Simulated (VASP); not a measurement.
# Si2Ni (Fm-3m) in VASP: settings compared, part 2 of 2

VASP 6.6.1.

## 4. Single point, PBE+U, collinear spin, ferromagnetic start

Input file INCAR:

```
SYSTEM = Si2Ni
PREC     = Accurate       ! precision mode
ENCUT    = 520            ! plane-wave cutoff, eV
EDIFF    = 1E-7           ! SCF threshold, eV
ISMEAR   = -1             ! smearing method
SIGMA    = 0.05           ! smearing width, eV
LREAL    = .FALSE.        ! projectors in reciprocal space
LASPH    = .TRUE.         ! aspherical terms in the spheres
NELM     = 150            ! most SCF steps
ALGO     = Normal         ! electronic algorithm
ISIF     = 2              ! what is computed and relaxed
LWAVE    = .FALSE.        ! write WAVECAR
LCHARG   = .FALSE.        ! write CHGCAR
ISPIN    = 2              ! spin polarisation
MAGMOM   = 1 0 0          ! initial moments
LORBIT   = 11             ! projections on sites
LMAXMIX  = 4              ! l up to which the mixer works
LDAU     = .TRUE.         ! DFT+U
LDAUTYPE = 2            
LDAUL    = 2 -1           ! shell
LDAUU    = 3 0            ! U, eV
LDAUJ    = 0 0          
LDAUPRINT= 1            
GGA      = PE             ! functional
NBANDS   = 20             ! bands
```

Input file KPOINTS:

```
Automatic mesh
0
G
  9 9 9
  0 0 0
```

Input file POSCAR:

```
Si2Ni
1.0
    0.0000000000      2.7242403241      2.7242403241
    2.7242403241      0.0000000000      2.7242403241
    2.7242403241      2.7242403241      0.0000000000
Ni Si
1 2
Direct
    0.0000000000      0.0000000000      0.0000000000
    0.7500000000      0.7500000000      0.7500000000
    0.2500000000      0.2500000000      0.2500000000
```

Potentials or basis: VASP PAW PBE potentials, release 64 (Ni, Si).

Started as:

```console
$ cat potpaw_PBE.64/Ni/POTCAR potpaw_PBE.64/Si/POTCAR > POTCAR
$ mpirun -np 1 vasp_std > vasp.out
```

OUTCAR:

```text
SYSTEM = Si2Ni
   PREC = Accurate
   ENCUT = 520
   EDIFF = 1E-7
   ISMEAR = -1
   LREAL = .FALSE.
   LASPH = .TRUE.
   NELM = 150
   ISIF = 2
   ISPIN = 2
   LORBIT = 11
   GGA = PE

 ion  position               nearest neighbor table
   1  0.000  0.000  0.000-   2 2.36   2 2.36   2 2.36   2 2.36   3 2.36   3 2.36   3 2.36   3 2.36

   2  0.750  0.750  0.750-   1 2.36   1 2.36   1 2.36   1 2.36   3 2.72   3 2.72   3 2.72   3 2.72
                             3 2.72   3 2.72
   3  0.250  0.250  0.250-   1 2.36   1 2.36   1 2.36   1 2.36   2 2.72   2 2.72   2 2.72   2 2.72
                             2 2.72   2 2.72

  LATTYP: Found a face centered cubic cell.
 ALAT       =     5.4484806482

  Lattice vectors:

 A1 = (   0.0000000000,   2.7242403241,   2.7242403241)
 A2 = (   2.7242403241,   0.0000000000,   2.7242403241)
 A3 = (   2.7242403241,   2.7242403241,   0.0000000000)

Analysis of symmetry for initial positions (statically):
=====================================================================
 Subroutine PRICEL returns:
 Original cell was already a primitive cell.

 Routine SETGRP: Setting up the symmetry group for a
 face centered cubic supercell.

 Subroutine GETGRP returns: Found 48 space group operations
 (whereof 48 operations were pure point group operations)
 out of a pool of 48 trial point group operations.

The static configuration has the point symmetry O_h .

Analysis of symmetry for dynamics (positions and initial velocities):
=====================================================================
 Subroutine PRICEL returns:
 Original cell was already a primitive cell.

 Routine SETGRP: Setting up the symmetry group for a
 face centered cubic supercell.

 Subroutine GETGRP returns: Found 48 space group operations
 (whereof 48 operations were pure point group operations)
 out of a pool of 48 trial point group operations.
[... 192 lines left out ...]
  o =  0.8967  v =  0.0000  0.0000 -0.0590  0.0000  0.9983  0.0000  0.0000  0.0000  0.0000  0.0000      0.0000  0.0000  0.0000  0.0000  0.0000  0.0000  0.0000  0.0000  0.0000  0.0000

 number of electron      17.9999992 magnetization       0.0000061

 Free energy of the ion-electron system (eV)
  ---------------------------------------------------
  ext. energy  EPLUGINS =         0.00000000
  ---------------------------------------------------
  free energy    TOTEN  =       -15.52443206 eV

  energy without entropy =      -15.51755158  energy(sigma->0) =      -15.52099182

 E-fermi :   9.9302     XC(G=0): -11.4650

 val. band max:        9.8571721622   @ k =   0.2222   0.1111   0.0000
 cond. band min:       9.9878940298   @ k =  -0.4444   0.4444   0.1111
 fundamental gap:      0.1307218677
 Fermi energy:         9.9302120619

 spin component 1

 k-point     1 :       0.0000    0.0000    0.0000
  band No.  band energies     occupation
      1      -3.5347      1.00000
      2       4.7407      1.00000
      3       4.7407      1.00000
      4       4.7407      1.00000
      5       6.2056      1.00000
      6       6.2056      1.00000
[... 1097 lines left out ...]
     19      23.5872      0.00000
     20      23.5872      0.00000

 [... further k-points ...]

------------------------ aborting loop because EDIFF is reached ----------------------------------------

  FORCE on cell =-STRESS in cart. coord.  units (eV):
  Direction    XX          YY          ZZ          XY          YZ          ZX
  --------------------------------------------------------------------------------------
  -------------------------------------------------------------------------------------
  Total       -0.5930967     -0.5930967     -0.5930967     -0.0000000      0.0000000      0.0000000
  in kB      -23.5001065    -23.5001065    -23.5001065     -0.0000000      0.0000000      0.0000000
  external PRESSURE =     -23.5001065 kB  Pullay stress =       0.0000000 kB

 VOLUME and BASIS-vectors are now :
 -----------------------------------------------------------------------------
  energy-cutoff  :      520.00
  volume of cell :       40.44
      direct lattice vectors                 reciprocal lattice vectors
     0.000000000  2.724240324  2.724240324    -0.183537405  0.183537405  0.183537405
     2.724240324  0.000000000  2.724240324     0.183537405 -0.183537405  0.183537405
     2.724240324  2.724240324  0.000000000     0.183537405  0.183537405 -0.183537405

 POSITION                                       TOTAL-FORCE (eV/Angst)
 -----------------------------------------------------------------------------------
      0.00000      0.00000      0.00000        -0.000000      0.000000      0.000000
      4.08636      4.08636      4.08636         0.000000     -0.000000      0.000000
      1.36212      1.36212      1.36212         0.000000      0.000000     -0.000000
 -----------------------------------------------------------------------------------
    total drift:                                0.000000     -0.000000     -0.000000

  FREE ENERGIE OF THE ION-ELECTRON SYSTEM (eV)
  ---------------------------------------------------
  free  energy   TOTEN  =       -15.5244320563 eV

  energy  without entropy=      -15.5175515772  energy(sigma->0) =      -15.52099182

 total charge

# of ion       s       p       d       tot
------------------------------------------
    1        0.533   0.736   8.594   9.863
    2        0.750   0.821   0.000   1.571
    3        0.750   0.821   0.000   1.571
--------------------------------------------------
tot          2.034   2.377   8.594  13.005

 magnetization (x)

# of ion       s       p       d       tot
------------------------------------------
    1       -0.000   0.000  -0.000  -0.000
    2        0.000   0.000   0.000   0.000
    3        0.000   0.000   0.000   0.000
--------------------------------------------------
tot          0.000   0.000  -0.000  -0.000
```

OSZICAR:

```text
N       E                     dE             d eps       ncg     rms          rms(c)
DAV:   1     0.753225380316E+02    0.75323E+02   -0.71093E+03  2808   0.886E+02
DAV:   2    -0.113936084450E+02   -0.86716E+02   -0.78039E+02  2972   0.198E+02
DAV:   3    -0.164759111737E+02   -0.50823E+01   -0.49707E+01  3308   0.506E+01
DAV:   4    -0.165519117395E+02   -0.76001E-01   -0.75886E-01  3304   0.557E+00
DAV:   5    -0.165534879997E+02   -0.15763E-02   -0.15761E-02  3260   0.857E-01    0.138E+01
DAV:   6    -0.187679120841E+02   -0.22144E+01   -0.15537E+01  3148   0.855E+01    0.161E+01
DAV:   7    -0.155717329911E+02    0.31962E+01   -0.51378E+00  3364   0.560E+01    0.282E+00
DAV:   8    -0.155555558651E+02    0.16177E-01   -0.40583E-01  3772   0.818E+00    0.215E+00
DAV:   9    -0.155233216964E+02    0.32234E-01   -0.10986E-01  3248   0.587E+00    0.451E-01
DAV:  10    -0.155241325164E+02   -0.81082E-03   -0.40992E-03  3628   0.704E-01    0.260E-01
DAV:  11    -0.155243227307E+02   -0.19021E-03   -0.47579E-04  3416   0.282E-01    0.954E-02
DAV:  12    -0.155244140816E+02   -0.91351E-04   -0.14804E-04  3368   0.170E-01    0.375E-02
DAV:  13    -0.155244301626E+02   -0.16081E-04   -0.23203E-05  3188   0.460E-02    0.126E-02
DAV:  14    -0.155244318621E+02   -0.16996E-05   -0.24466E-06  3220   0.190E-02    0.542E-03
DAV:  15    -0.155244321094E+02   -0.24721E-06   -0.10721E-06  3152   0.633E-03    0.348E-03
DAV:  16    -0.155244320563E+02    0.53083E-07   -0.12249E-07  3104   0.318E-03
   1 F= -.15524432E+02 E0= -.15520992E+02  d E =-.688048E-02  mag=     0.0000
```

It took 37 s on 1 thread of Intel Xeon 6975P-C (Granite Rapids), shared host; peak memory 0.2 GiB.

Results:

* Free energy: -15.5244 eV
* Pressure: -2.4 GPa
* Band gap on the k mesh: zero (filled and empty bands overlap)
* Net moment: 0.00 μB per cell
* Valence electrons inside the program's atomic spheres: Ni 9.86; Si 1.57

Eigenvalues of the final occupation matrices:
```csv
site,spin,trace,eigenvalues
site 1 d,1,4.31,0.84 0.84 0.84 0.90 0.90
site 1 d,2,4.31,0.84 0.84 0.84 0.90 0.90
```

Caveat: the U is typed as a test and isn't derived for this compound. The state reached can hang on the start; a lower one may exist.

## 5. Single point, PBE+U, collinear spin, ferromagnetic start

Input file INCAR:

```
ALGO     = Normal         # electronic algorithm
EDIFF    = 1E-6           # SCF threshold, eV
ENCUT    = 520            # plane-wave cutoff, eV
GGA      = PE             # functional
ISIF     = 2              # what is computed and relaxed
ISMEAR   = -1             # smearing method
ISPIN    = 2              # spin polarisation
LASPH    = True           # aspherical terms in the spheres
LCHARG   = True           # write CHGCAR
LDAU     = True           # DFT+U
LDAUJ    = 0 0          
LDAUL    = 2 -1           # shell
LDAUPRINT= 1            
LDAUTYPE = 2            
LDAUU    = 4 0            # U, eV
LELF     = True           # ELF
LMAXMIX  = 4              # l up to which the mixer works
LORBIT   = 11             # projections on sites
LREAL    = False          # projectors in reciprocal space
LVHAR    = True         
LWAVE    = False          # write WAVECAR
MAGMOM   = 1 0 0          # initial moments
NBANDS   = 20             # bands
NELM     = 150            # most SCF steps
PREC     = Accurate       # precision mode
SIGMA    = 0.05           # smearing width, eV
```

Input file KPOINTS:

```
k-points
0
Gamma
  9 9 9
```

Input file POSCAR:

```
Si2Ni
1.0
    0.0000000000      2.7239424405      2.7239424405
    2.7239424405      0.0000000000      2.7239424405
    2.7239424405      2.7239424405      0.0000000000
Ni Si
1 2
Direct
    0.0000000000      0.0000000000      0.0000000000
    0.7500000000      0.7500000000      0.7500000000
    0.2500000000      0.2500000000      0.2500000000
```

Started as:

```console
$ cat potpaw_PBE.64/Ni/POTCAR potpaw_PBE.64/Si/POTCAR > POTCAR
$ mpirun -np 1 vasp_std > vasp.out
```

Run time: 32 s. Hardware: 1 thread of Intel Xeon 6975P-C (Granite Rapids), shared host; peak memory 0.2 GiB.

Results (log left out):

| Property | Result |
| --- | --- |
| Free energy | -14.9476 eV |
| Pressure | -3.3 GPa |
| Band gap on the k mesh | zero (filled and empty bands overlap) |
| Net moment | 0.00 μB per cell |
| Valence electrons inside the program's atomic spheres | Ni 9.91; Si 1.57 |

Levels at points of the mesh, in eV from the Fermi level:
Spin up:
```
           k point  band 6  band 7  band 8  band 9  band 10  band 11  band 12  band 13
(0.00, 0.00, 0.00)   -3.85   -0.33    1.66    1.66     1.66     2.65     2.65     2.65
```
Spin down:
```tsv
k point	band 7	band 8	band 9	band 10	band 11	band 12
(0.00, 0.00, 0.00)	-0.33	1.66	1.66	1.66	2.65	2.65
```

Eigenvalues of the final occupation matrices:
| site | spin | trace | eigenvalues |
| --- | --- | --- | --- |
| site 1 d | 1 | 4.34 | 0.85 0.85 0.85 0.90 0.90 |
| site 1 d | 2 | 4.34 | 0.85 0.85 0.85 0.90 0.90 |

Caveat: the U is typed as a test and isn't derived for this compound. The state reached can hang on the start; a lower one may exist.

## 6. Overview

| level | potentials or basis | U | cell | cutoff (eV) | smearing | second run | gap on the mesh (eV) | pressure (GPa) | moment (μB) |
| --- | --- | --- | --- | --- | --- | --- | --- | --- | --- |
| PBE+U | VASP PAW PBE potentials, release 64 (Ni_sv_GW, Si) | Ni d U = 2.0 eV | a = 3.853 Å, angles 60.0°, 3 atoms | 590 | fermi-dirac 0.05 eV | valence_matched | none | -1.2 | 0.00 |
| PBE+D4+U | VASP PAW PBE potentials, release 64 (Ni_sv_GW, Si) | Ni d U = 3.0 eV | a = 3.823 Å, angles 60.0°, 3 atoms | 590 | gaussian 0.1 eV | valence_matched | none | -3.5 | 0.00 |
| PBE+U | VASP PAW PBE potentials, release 64 (Ni, Si) | Ni d U = 3.0 eV | a = 3.853 Å, angles 60.0°, 3 atoms | 520 | fermi-dirac 0.05 eV | - | none | -2.4 | 0.00 |
| PBE+U | VASP PAW PBE potentials, release 64 (Ni, Si) | Ni d U = 4.0 eV | a = 3.852 Å, angles 60.0°, 3 atoms | 520 | fermi-dirac 0.05 eV | - | none | -3.3 | 0.00 |

Alike in all rows: task single point; spin collinear, ferromagnetic start; k mesh 9 × 9 × 9.

Caveats: the U is typed as a test and isn't derived for this compound; pairwise dispersion overbinds metals, which lowers pressure and volume (some runs).

Total energies depend on the potentials used, so only differences within one code and one set of settings carry meaning.
